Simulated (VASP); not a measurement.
The system is KBr.

```
K Br
1.0
     3.97587    0.00000    0.00000
     0.00000    3.97587    0.00000
     0.00000    0.00000    3.97587
K Br
1 1
Cartesian
  0.0000 0.0000 0.0000
  1.9879 1.9879 1.9879
```

Base run:

```yaml
Program: VASP 6.6.1
Functional: PBE
Potentials_or_basis: VASP PAW PBE potentials, release 64 (K_sv, Br)
Cutoff: 520 eV
k_mesh: 6 × 6 × 6
Occupations: fermi-dirac, width 0.02 eV
Spin: no spin polarisation
```

Its results: band gap on the k mesh 4.02 eV, indirect (least direct gap 4.30 eV); pressure 0.9 GPa.

The run is repeated on the same cell with these changes: functional from PBE to r2SCAN; occupations from fermi-dirac, width 0.02 eV to gaussian, width 0.01 eV. What comes out?

Band gap on the k mesh 4.77 eV, indirect (least direct gap 5.05 eV); pressure 0.0 GPa.

Caveats: the PAW data sets were made with another functional, which shifts forces and pressure a little (some runs).

A k mesh can miss the band edges.
